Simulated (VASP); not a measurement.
# P (Fmmm) in VASP: a series of runs

Runs on P. Level: PBE. Tasks: single point, relaxation of cell and atoms.

Everything below comes from runs of VASP 6.6.1. Logs are shortened: lines on timing, memory, paths and dates and some standing lists are left out, and cuts for length are marked.

### 1 The cell of the first run

The structure is orthorhombic, space group Fmmm (No. 69). Conventional cell: a = 3.551 Å, b = 4.602 Å, c = 4.657 Å, α = 90.00°, β = 90.00°, γ = 90.00°. P (site symmetry mmm) has 14 P at 2.91 to 3.55 Å within 3.8 Å.

### 2 Single point, PBE

INCAR

```
SYSTEM = P
ALGO = Normal
EDIFF = 1E-6
ENCUT = 500
GGA = PE
GGA_COMPAT = .FALSE.
ISIF = 2
ISMEAR = 0
LASPH = .TRUE.
LCHARG = .FALSE.
LREAL = .FALSE.
LWAVE = .FALSE.
NBANDS = 8
NELM = 120
PREC = Accurate
SIGMA = 0.1
```

KPOINTS

```
k-points
0
G
  8 8 8
  0 0 0
```

POSCAR

```
P
1.0
    0.0000000000      2.3009620600      2.3286501800
    1.7756514300      0.0000000000      2.3286501800
    1.7756514300      2.3009620600      0.0000000000
P
1
Direct
    0.0000000000      0.0000000000      0.0000000000
```

Potentials or basis: VASP PAW PBE potentials, release 64 (P).

Started as:

```sh
> cat potpaw_PBE.64/P/POTCAR > POTCAR
> mpirun -np 1 vasp_std > vasp.out
```

OUTCAR:

```text
SYSTEM = P
   EDIFF = 1E-6
   ENCUT = 500
   GGA = PE
   ISIF = 2
   ISMEAR = 0
   LASPH = .TRUE.
   LREAL = .FALSE.
   NELM = 120
   PREC = Accurate

 ion  position               nearest neighbor table
   1  0.000  0.000  0.000-

  LATTYP: Found a face centered orthorhombic cell.
 ALAT       =     3.5513028600
 B/A-ratio  =     1.2958410762
 C/A-ratio  =     1.3114342943

  Lattice vectors:

 A1 = (   0.0000000000,   2.3009620600,   2.3286501800)
 A2 = (   1.7756514300,   0.0000000000,   2.3286501800)
 A3 = (   1.7756514300,   2.3009620600,   0.0000000000)

Analysis of symmetry for initial positions (statically):
=====================================================================
 Subroutine PRICEL returns:
 Original cell was already a primitive cell.

 Routine SETGRP: Setting up the symmetry group for a
 face centered orthorhombic supercell.

 Subroutine GETGRP returns: Found  8 space group operations
 (whereof  8 operations were pure point group operations)
 out of a pool of  8 trial point group operations.

The static configuration has the point symmetry D_2h.

Analysis of symmetry for dynamics (positions and initial velocities):
=====================================================================
 Subroutine PRICEL returns:
 Original cell was already a primitive cell.

 Routine SETGRP: Setting up the symmetry group for a
 face centered orthorhombic supercell.

 Subroutine GETGRP returns: Found  8 space group operations
 (whereof  8 operations were pure point group operations)
 out of a pool of  8 trial point group operations.

The dynamic configuration has the point symmetry D_2h.

 Subroutine INISYM returns: Found  8 space group operations
 (whereof  8 operations are pure point group operations),
 and found     1 'primitive' translations

----------------------------------------------------------------------------------------

                                     Primitive cell

  volume of cell :      19.0284

  direct lattice vectors                    reciprocal lattice vectors
     0.000000000  2.300962060  2.328650180    -0.281586798  0.217300410  0.214716665
     1.775651430  0.000000000  2.328650180     0.281586798 -0.217300410  0.214716665
     1.775651430  2.300962060  0.000000000     0.281586798  0.217300410 -0.214716665

  length of vectors
     3.273688755  2.928403944  2.906434999     0.415468217  0.415468217  0.415468217

  position of ions in fractional coordinates (direct lattice)
     0.000000000  0.000000000  0.000000000

  ion indices of the primitive-cell ions
   primitive index   ion index
                 1           1

----------------------------------------------------------------------------------------

 KPOINTS: k-points

Automatic generation of k-mesh.
 Grid dimensions read from file:
 generate k-points for:    8    8    8

 Generating k-lattice:

  Cartesian coordinates                     Fractional coordinates (reciprocal lattice)
    -0.035198350  0.027162551  0.026839583     0.125000000  0.000000000  0.000000000
     0.035198350 -0.027162551  0.026839583     0.000000000  0.125000000  0.000000000
     0.035198350  0.027162551 -0.026839583     0.000000000  0.000000000  0.125000000

  Length of vectors
     0.051933527  0.051933527  0.051933527

  Shift w.r.t. Gamma in fractional coordinates (k-lattice)
     0.000000000  0.000000000  0.000000000

 Subroutine IBZKPT returns following result:
 ===========================================

 Found     95 irreducible k-points:

 Following reciprocal coordinates:
            Coordinates               Weight
  0.000000  0.000000  0.000000      1.000000
  0.125000  0.000000  0.000000      8.000000
  0.250000  0.000000  0.000000      8.000000
  0.375000 -0.000000  0.000000      8.000000
  0.500000  0.000000  0.000000      4.000000
  0.125000  0.125000  0.000000      2.000000
[... 16 lines left out ...]
  0.250000 -0.000000  0.125000      8.000000
  0.375000 -0.000000  0.125000      8.000000
 [... further k-points ...]
   k-points           NKPTS =     95   k-points in BZ     NKDIM =     95   number of bands    NBANDS=      8
   number of dos      NEDOS =    301   number of ions     NIONS =      1
   total plane-waves  NPLWV =  13824
   dimension x,y,z NGX =    24 NGY =   24 NGZ =   24
   dimension x,y,z NGXF=    48 NGYF=   48 NGZF=   48
   ions per type =               1
   NGX,Y,Z   is equivalent  to a cutoff of  12.19, 13.62, 13.73 a.u.
   NGXF,Y,Z  is equivalent  to a cutoff of  24.38, 27.25, 27.46 a.u.
 SYSTEM =  P
   PREC   = accura    normal or accurate (medium, high low for compatibility)
   ISTART =      0    job   : 0-new  1-cont  2-samecut
   ICHARG =      2    charge: 1-file 2-atom 10-const
   ISPIN  =      1    spin polarized calculation?
   LNONCOLLINEAR =      F non collinear calculations
   LSORBIT =      F    spin-orbit coupling
   LASPH  =      T    aspherical Exc in radial PAW
   ENCUT  =  500.0 eV  36.75 Ry    6.06 a.u.   5.97  5.34  5.30*2*pi/ulx,y,z
   NELM   =    120;   NELMIN=  2; NELMDL= -5     # of ELM steps
   EDIFF  = 0.1E-05   stopping-criterion for ELM
   LREAL  =      F    real-space projection
   EDIFFG = 0.1E-04   stopping-criterion for IOM
   NSW    =      0    number of steps for IOM
   IBRION =     -1    ionic relax: 0-MD 1-quasi-New 2-CG
   NFREE  =      0    steps in history (QN), initial steepest desc. (CG)
   ISIF   =      2    stress and relaxation
   ISYM   =      2    0-nonsym 1-usesym 2-fastsym
   POTIM  = 0.5000    time-step for ionic-motion
   TEBEG  =    0.0;   TEEND  =   0.0 temperature during run
   PSTRESS=    0.0 pullay stress
   NELECT =       5.0000    total number of electrons
   NUPDOWN=      -1.0000    fix difference up-down
   EMIN   =  10.00;   EMAX   =-10.00  energy-range for DOS
   EFERMI =   0.00;   METHOD = LEGACY
   ISMEAR =     0;   SIGMA  =   0.10  broadening in eV -4-tet -1-fermi 0-gaus
   EFERMI_NEDOS =   21; number of points for ismear=-14 and -15
   IALGO  =     38    algorithm
   IMIX   =      4    mixing-type and parameters
     AMIX     =   0.40;   BMIX     =  1.00
     AMIX_MAG =   1.60;   BMIX_MAG =  1.00
  volume/ion in A,a.u.               =      19.03       128.41
  Fermi-wavevector in a.u.,A,eV,Ry     =   1.048571  1.981511 14.959611  1.099500
  Thomas-Fermi vector in A             =   2.183498
   LORBIT       =      0    0 simple, 1 ext, 2 COOP (PROOUT), +10 PAW based schemes
   GGA     = PE    functional components
   LHFCALC =     F    Hartree Fock is set to
   AEXX    =    0.0000 exact exchange contribution
   IVDW    =     0    specifies the selected vdW correction
   LEPSILON=     F    determine dielectric tensor
   LRPA    =     F    only Hartree local field effects (RPA)
 non-spin polarized calculation
 Gauss-broadening in eV      SIGMA  =   0.10
  energy-cutoff  :      500.00
  volume of cell :       19.03
 maximum number of plane-waves:       496
   NGX = 11   NGY = 11   NGZ = 11

 number of electron       5.0000000 magnetization

 Free energy of the ion-electron system (eV)
  ---------------------------------------------------
  ext. energy  EPLUGINS =         0.00000000
  ---------------------------------------------------
  free energy    TOTEN  =        -4.32883100 eV

  energy without entropy =       -4.32311601  energy(sigma->0) =       -4.32597350

 E-fermi :   6.1745     XC(G=0): -10.3152

 val. band max:        6.1503052648   @ k =   0.5000   0.2500   0.2500
 cond. band min:       6.1774301554   @ k =   0.5000   0.3750   0.0000
 fundamental gap:      0.0271248906
 Fermi energy:         6.1744734377

 k-point     1 :       0.0000    0.0000    0.0000
  band No.  band energies     occupation
      1      -7.5331      2.00000
      2      10.9022      0.00000
      3      10.9519      0.00000
      4      11.0796      0.00000
      5      17.0516      0.00000
      6      17.2219      0.00000
      7      18.4998      0.00000
      8      19.7807      0.00000

 k-point     2 :       0.1250    0.0000    0.0000
  band No.  band energies     occupation
      1      -7.1762      2.00000
      2       9.0970      0.00000
      3      10.3381      0.00000
      4      10.8634      0.00000
      5      16.9255      0.00000
      6      16.9562      0.00000
      7      19.1695      0.00000
      8      19.2146      0.00000

 k-point     3 :       0.2500    0.0000    0.0000
  band No.  band energies     occupation
      1      -6.1276      2.00000
      2       5.6148      2.00000
      3       9.2101      0.00000
      4      10.6160      0.00000
      5      15.4320      0.00000
      6      15.7108      0.00000
      7      19.8828      0.00000
      8      20.8634      0.00000

 k-point     4 :       0.3750   -0.0000    0.0000
  band No.  band energies     occupation
      1      -4.5125      2.00000
      2       2.2539      2.00000
      3       8.3957      0.00000
      4      10.3684      0.00000
      5      14.2974      0.00000
      6      14.7290      0.00000
      7      20.6618      0.00000
      8      22.3885      0.00000

 k-point     5 :       0.5000    0.0000    0.0000
  band No.  band energies     occupation
      1      -3.2560      2.00000
      2       0.3837      2.00000
      3       8.1100      0.00000
      4      10.2664      0.00000
      5      13.9036      0.00000
      6      14.3820      0.00000
      7      21.3787      0.00000
      8      23.7604      0.00000

 k-point     6 :       0.1250    0.1250    0.0000
  band No.  band energies     occupation
      1      -7.1517      2.00000
      2       9.3331      0.00000
      3      10.0645      0.00000
      4      10.7628      0.00000
      5      16.0539      0.00000
      6      17.2708      0.00000
      7      18.7522      0.00000
      8      20.0617      0.00000

 k-point     7 :       0.2500    0.1250    0.0000
  band No.  band energies     occupation
      1      -6.4240      2.00000
      2       7.0332      0.00000
      3       8.9820      0.00000
      4      10.0099      0.00000
      5      15.6928      0.00000
      6      16.7375      0.00000
      7      19.5131      0.00000
      8      19.6389      0.00000

 k-point     8 :       0.3750    0.1250    0.0000
  band No.  band energies     occupation
      1      -5.0548      2.00000
      2       3.8764      2.00000
      3       7.5119      0.00000
      4       9.5896      0.00000
      5      15.2197      0.00000
      6      16.2392      0.00000
      7      19.4566      0.00000
      8      21.7462      0.00000

 k-point     9 :       0.5000    0.1250    0.0000
  band No.  band energies     occupation
      1      -3.3950      2.00000
      2       1.1431      2.00000
      3       6.7181      0.00000
      4       9.4191      0.00000
      5      14.8583      0.00000
      6      16.0005      0.00000
      7      19.9721      0.00000
      8      23.3774      0.00000

 k-point    10 :      -0.3750    0.1250   -0.0000
  band No.  band energies     occupation
      1      -3.4934      2.00000
      2       1.2823      2.00000
      3       6.6292      0.00000
      4       9.5776      0.00000
      5      14.8653      0.00000
      6      16.1886      0.00000
      7      21.1415      0.00000
      8      21.7401      0.00000
[... 78 lines left out ...]
 k-point    18 :       0.3750    0.3750    0.0000
  band No.  band energies     occupation
      1      -4.2872      2.00000
      2       2.5935      2.00000
      3       7.7840      0.00000
      4       9.4965      0.00000
      5      13.4122      0.00000
      6      13.4695      0.00000
      7      22.7494      0.00000
      8      23.3697      0.00000

 k-point    19 :       0.5000    0.3750    0.0000
  band No.  band energies     occupation
      1      -3.1622      2.00000
      2       1.4413      2.00000
      3       6.1774      0.96665
      4       8.6701      0.00000
      5      13.5412      0.00000
      6      15.4287      0.00000
      7      21.9319      0.00000
      8      23.7777      0.00000

 k-point    20 :      -0.3750    0.3750   -0.0000
  band No.  band energies     occupation
      1      -2.2983      2.00000
      2       1.6208      2.00000
      3       3.5035      2.00000
      4       8.5218      0.00000
      5      14.5214      0.00000
      6      18.2959      0.00000
      7      20.9416      0.00000
      8      22.1445      0.00000

 k-point    21 :       0.5000    0.5000    0.0000
  band No.  band energies     occupation
      1      -2.8841      2.00000
      2       0.5848      2.00000
      3       7.4565      0.00000
      4       9.2740      0.00000
      5      12.9889      0.00000
      6      13.0369      0.00000
      7      24.3382      0.00000
      8      24.4629      0.00000

 k-point    22 :       0.1250    0.0000    0.1250
  band No.  band energies     occupation
      1      -7.1410      2.00000
      2       9.4982      0.00000
      3      10.0001      0.00000
      4      10.6513      0.00000
      5      16.1530      0.00000
      6      17.3419      0.00000
      7      18.6637      0.00000
      8      19.9458      0.00000

 k-point    23 :       0.2500   -0.0000    0.1250
  band No.  band energies     occupation
      1      -6.4026      2.00000
      2       7.0444      0.00000
      3       9.0937      0.00000
      4       9.9150      0.00000
      5      15.6648      0.00000
      6      16.7293      0.00000
      7      19.3123      0.00000
      8      19.6124      0.00000

 k-point    24 :       0.3750   -0.0000    0.1250
  band No.  band energies     occupation
      1      -5.0239      2.00000
      2       3.8325      2.00000
      3       7.6738      0.00000
      4       9.4895      0.00000
      5      15.0649      0.00000
      6      16.2689      0.00000
      7      19.3978      0.00000
      8      21.6613      0.00000

 [... further k-points ...]
[... 5 lines left out ...]
  --------------------------------------------------------------------------------------
  -------------------------------------------------------------------------------------
  Total       -2.3359183     -1.8916592     -1.4346681     -0.0000000      0.0000000      0.0000000
  in kB     -196.6829898   -159.2766329   -120.7982388     -0.0000000      0.0000000      0.0000000
  external PRESSURE =    -158.9192872 kB  Pullay stress =       0.0000000 kB

 VOLUME and BASIS-vectors are now :
 -----------------------------------------------------------------------------
  energy-cutoff  :      500.00
  volume of cell :       19.03
      direct lattice vectors                 reciprocal lattice vectors
     0.000000000  2.300962060  2.328650180    -0.281586798  0.217300410  0.214716665
     1.775651430  0.000000000  2.328650180     0.281586798 -0.217300410  0.214716665
     1.775651430  2.300962060  0.000000000     0.281586798  0.217300410 -0.214716665

 POSITION                                       TOTAL-FORCE (eV/Angst)
 -----------------------------------------------------------------------------------
      0.00000      0.00000      0.00000         0.000000      0.000000      0.000000
 -----------------------------------------------------------------------------------
    total drift:                                0.000000     -0.000000      0.000000

  FREE ENERGIE OF THE ION-ELECTRON SYSTEM (eV)
  ---------------------------------------------------
  free  energy   TOTEN  =        -4.3288310021 eV

  energy  without entropy=       -4.3231160060  energy(sigma->0) =       -4.32597350
```

Wall time 4.3 s (1 thread of Intel Xeon 6975P-C (Granite Rapids), shared host); peak memory 0.13 GiB.

Results:

```yaml
Free_energy: -4.3288 eV
Pressure: -15.9 GPa
Band_gap_on_the_k_mesh: zero (an odd number of electrons rules out a gap without spin polarisation)
```

Levels at points of the mesh, in eV from the Fermi level:
| k point | band 1 | band 2 | band 3 | band 4 | band 5 | band 6 | band 7 | band 8 |
| --- | --- | --- | --- | --- | --- | --- | --- | --- |
| (0.00, 0.00, 0.00) | -13.71 | 4.73 | 4.78 | 4.91 | 10.88 | 11.05 | 12.33 | 13.61 |
| (0.50, 0.00, 0.00) | -9.43 | -5.79 | 1.94 | 4.09 | 7.73 | 8.21 | 15.20 | 17.59 |
| (0.50, 0.50, 0.00) | -9.06 | -5.59 | 1.28 | 3.10 | 6.81 | 6.86 | 18.16 | 18.29 |
| (0.50, 0.00, 0.50) | -8.87 | -5.54 | 1.09 | 3.01 | 6.62 | 6.83 | 17.96 | 17.99 |
| (0.00, 0.50, 0.50) | -6.07 | -2.82 | -1.47 | -1.34 | 3.59 | 4.04 | 20.14 | 20.43 |

Caveat: the cell stands under tension.

### 3 Relaxation of cell and atoms, PBE

INCAR

```
PREC     = Accurate       # precision mode
ENCUT    = 500            # plane-wave cutoff, eV
EDIFF    = 1E-7           # SCF threshold, eV
ISMEAR   = 0              # smearing method
SIGMA    = 0.1            # smearing width, eV
LREAL    = F              # projectors in reciprocal space
LASPH    = T              # aspherical terms in the spheres
NELM     = 120            # most SCF steps
ALGO     = Normal         # electronic algorithm
ISIF     = 3              # what is computed and relaxed
LWAVE    = F              # write WAVECAR
LCHARG   = F              # write CHGCAR
GGA      = PE             # functional
IBRION   = 2              # ionic algorithm
NSW      = 90             # ionic steps
EDIFFG   = -0.04          # ionic threshold
GGA_COMPAT= F            
NELMIN   = 4
```

KPOINTS

```
regular mesh
0
Gamma
  8 8 8
```

POSCAR is that of step 2.

Potentials or basis: VASP PAW PBE potentials, release 64 (P).

Started as:

```sh
> cat potpaw_PBE.64/P/POTCAR > POTCAR
> mpirun -np 1 vasp_std > vasp.out
```

Wall time 88 s (1 thread of Intel Xeon 6975P-C (Granite Rapids), shared host); peak memory 0.13 GiB.

The run converged. Its results:

- Free energy: -4.7624 eV
- Relaxed volume: 15.47 Å³/atom
- Relaxed cell: a = 3.192 Å, b = 3.197 Å, c = 2.389 Å, α = 67.94°, β = 68.16°, γ = 43.90°
- Space group after relaxing (to 0.1 Å): I4/mmm (No. 139)
- Energy gained by relaxing: 433.5 meV/atom
- Ionic steps: 34
- Pressure after relaxing: 0.1 GPa
- Band gap on the k mesh: zero (an odd number of electrons rules out a gap without spin polarisation)

Stress tensor (GPa, compression positive):
```
-0.33  0.00  0.00
 0.00  0.35  0.00
 0.00  0.00  0.37
```

Step by step:
| step | energy change (eV) | largest force (eV/Å) | pressure (GPa) | volume (Å³) |
| --- | --- | --- | --- | --- |
| 1 | 0.0000 | 0.0000 | -15.88 | 19.03 |
| 2 | -0.3337 | 0.0000 | -0.12 | 14.29 |
| 3 | -0.3341 | 0.0000 | 0.69 | 14.18 |
| 4 | -0.3452 | 0.0000 | 0.78 | 14.15 |
| 5 | -0.3460 | 0.0000 | 0.81 | 14.14 |
| 6 | -0.3487 | 0.0000 | -0.54 | 14.28 |
| 7 | -0.3495 | 0.0000 | -0.15 | 14.24 |
| 8 | -0.3531 | 0.0000 | 0.02 | 14.23 |
| 9 | -0.3700 | 0.0000 | 1.24 | 14.20 |
| 10 | -0.3783 | 0.0000 | 3.23 | 14.04 |
| 11 | -0.3786 | 0.0000 | 1.81 | 14.14 |
| 12 | -0.3834 | 0.0000 | 2.49 | 14.09 |
| 13 | -0.3840 | 0.0000 | 2.47 | 14.10 |
| 14 | -0.3849 | 0.0000 | 2.38 | 14.12 |
| 15 | -0.3857 | 0.0000 | 2.32 | 14.12 |
| 16 | -0.3882 | 0.0000 | 2.17 | 14.15 |
| 17 | -0.3926 | 0.0000 | 1.86 | 14.20 |
| 18 | -0.3982 | 0.0000 | 1.13 | 14.30 |
| 19 | -0.3992 | 0.0000 | 0.26 | 14.50 |
| 20 | -0.4000 | 0.0000 | 0.30 | 14.51 |
| 21 | -0.4016 | 0.0000 | 0.36 | 14.54 |
| 22 | -0.4039 | 0.0000 | 0.33 | 14.60 |
| 23 | -0.4153 | 0.0000 | 0.67 | 14.69 |
| 24 | -0.4153 | 0.0000 | 2.88 | 14.84 |
| 25 | -0.3860 | 0.0000 | 5.52 | 14.92 |
| 26 | -0.4239 | 0.0000 | 4.57 | 14.91 |
| 27 | -0.4231 | 0.0000 | 3.36 | 14.89 |
| 28 | -0.4262 | 0.0000 | 3.94 | 14.90 |
| 29 | -0.4276 | 0.0000 | 3.65 | 14.97 |
| 30 | -0.4286 | 0.0000 | 3.17 | 15.11 |
| 31 | -0.4303 | 0.0000 | 2.57 | 15.18 |
| 32 | -0.4332 | 0.0000 | 0.84 | 15.38 |
| 33 | -0.4335 | 0.0000 | 0.21 | 15.46 |
| 34 | -0.4335 | 0.0000 | 0.13 | 15.47 |

Final structure:
```yaml
crystal:
  lattice:
    - [0.00000, 1.68433, 2.71202]
    - [1.69367, 0.00000, 2.71202]
    - [1.69367, 1.68433, 0.00000]
  atoms:
    - { symbol: P, position: [0.00000, 0.00000, 0.00000] }
```

Levels at points of the mesh, in eV from the Fermi level:
| k point | band 1 | band 2 | band 3 | band 4 | band 5 | band 6 |
| --- | --- | --- | --- | --- | --- | --- |
| (0.00, 0.00, 0.00) | -15.78 | 1.33 | 6.39 | 8.05 | 8.09 | 9.15 |
| (0.50, 0.00, 0.00) | -9.76 | -7.54 | 0.22 | 4.57 | 10.31 | 14.29 |
| (0.50, 0.50, 0.00) | -13.24 | -7.61 | 6.53 | 6.58 | 7.72 | 11.95 |
| (0.50, 0.00, 0.50) | -4.42 | -4.00 | -2.73 | 2.55 | 2.94 | 5.65 |
| (0.00, 0.50, 0.50) | -4.53 | -4.08 | -2.63 | 2.65 | 3.01 | 5.76 |

Caveat: the volume moved by over 15 % at a fixed basis, so the end points are rough.
